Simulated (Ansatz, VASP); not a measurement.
**W in VASP and in Ansatz**

The input INCAR:

```
SYSTEM = W
PREC     = Accurate       ! precision mode
ENCUT    = 520            ! plane-wave cutoff, eV
EDIFF    = 1E-6           ! SCF threshold, eV
ISMEAR   = 0              ! smearing method
SIGMA    = 0.15           ! smearing width, eV
LREAL    = .False.        ! projectors in reciprocal space
LASPH    = .True.         ! aspherical terms in the spheres
NELM     = 60             ! most SCF steps
ALGO     = Fast           ! electronic algorithm
ISIF     = 2              ! what is computed and relaxed
LWAVE    = .False.        ! write WAVECAR
LCHARG   = .True.         ! write CHGCAR
GGA      = PE             ! functional
LELF     = .True.         ! ELF
LVHAR    = .True.       
NBANDS   = 13             ! bands
```

Contents of KPOINTS:

```
Automatic mesh
0
Gamma
  20 20 20
  0 0 0
```

POSCAR

```
W
1.0
   -1.6821074564      1.6077680807      1.6077680807
    1.6077680807     -1.6821074564      1.6077680807
    1.6077680807      1.6077680807     -1.6821074564
W
1
Direct
    0.0000000000      0.0000000000      0.0000000000
```

Input for Ansatz:

```yaml
crystal:
  lattice:
    - [-1.6821074564, 1.6077680807, 1.6077680807]
    - [1.6077680807, -1.6821074564, 1.6077680807]
    - [1.6077680807, 1.6077680807, -1.6821074564]
  atoms:
    - { symbol: W, position: [0.0, 0.0, 0.0] }
basis:
  ecutwfc: 420
kpoints:
  mp_grid: { grid: [20, 20, 20] }
hamiltonian:
  xc: pbe
  pseudopotentials: { kind: paw, azcp: { folder: soft_1 } }
scf:
  occupations: { method: gaussian, width: 0.15 }
output:
  forces: true
  stress: true
  eigenvalues: true
```

Change from the starting cell: equal engineering shear yz, xz and xy -0.0467, equal normal strain along x, y and z +0.0100.

Alike in both runs: task single point; functional PBE; k mesh 20 × 20 × 20; occupations gaussian, width 0.15 eV; no spin polarisation.

```csv
,VASP,Ansatz
version,VASP 6.6.1,Ansatz 0.2.0
potentials or method,"VASP PAW PBE potentials, release 64 (W_sv), cutoff 520 eV","scalar-relativistic, plane waves, PAW"
valence electrons in the cell,14,14
```

```tsv
	VASP	Ansatz	Ansatz less VASP
gap on the k mesh at the Fermi level (eV)	none	none	-
pressure (GPa)	-6.4	-6.8	-0.39
traceless stress, the component that is largest in VASP (GPa)	7.39	7.28	-0.112
```

A gap of «none» marks a metal or a gap that the smearing closes.

Spin-orbit coupling is off throughout.
